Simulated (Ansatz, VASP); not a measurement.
One calculation of SnO, two programs

The input INCAR:

```
ALGO = Normal
EDIFF = 1E-7
EDIFFG = -0.005
ENCUT = 600
GGA = PE
IBRION = 2
ISIF = 3
ISMEAR = -1
LASPH = True
LCHARG = False
LREAL = False
LWAVE = False
NELM = 60
NSW = 100
PREC = Accurate
SIGMA = 0.08
```

KPOINTS

```
k-points
0
Gamma
  12 12 12
```

Contents of POSCAR:

```
SnO
1.0
    0.0000000000      2.2784552067      2.2784552067
    2.2784552067      0.0000000000      2.2784552067
    2.2784552067      2.2784552067      0.0000000000
Sn O
1 1
Direct
    0.0000000000      0.0000000000      0.0000000000
    0.2500000000      0.2500000000      0.2500000000
```

Input for Ansatz:

```yaml
crystal:
  lattice:
    - [0.0, 2.2784552067, 2.2784552067]
    - [2.2784552067, 0.0, 2.2784552067]
    - [2.2784552067, 2.2784552067, 0.0]
  atoms:
    - { symbol: Sn, position: [0.0, 0.0, 0.0] }
    - { symbol: O, position: [0.25, 0.25, 0.25] }
kpoints:
  mp_grid: { grid: [12, 12, 12] }
scf:
  occupations: { method: fermi_dirac, width: 0.08 }
hamiltonian:
  xc: pbe
  pseudopotentials: { kind: paw }
output:
  forces: true
  stress: true
  write_density: true
  write_potential: true
  elf: true
  volumetric_format: npy
relax:
  f_tol: 0.005
  max_steps: 80
  cell: {}
```

Alike in both runs: task relaxation of cell and atoms; functional PBE; k mesh 12 × 12 × 12; occupations fermi-dirac, width 0.08 eV; no spin polarisation.

|  | VASP | Ansatz |
| --- | --- | --- |
| version | VASP 6.6.1 | Ansatz 0.2.0 |
| potentials or method | VASP PAW PBE potentials, release 64 (Sn_d, O) | PAW with Ansatz's default frozen-core files, scalar-relativistic |
| plane-wave cutoff (eV) | 600 | 420 |
| valence electrons in the cell | 20 | 20 |

```tsv
	VASP	Ansatz	Ansatz less VASP
relaxed volume (Å³/atom)	20.09	20.52	+0.427
relaxed cell length with the largest relative difference (Å)	3.845	3.872	+0.0270
```

Noted on VASP's run: the volume moved by over 15 % at a fixed basis, so the end points are rough.
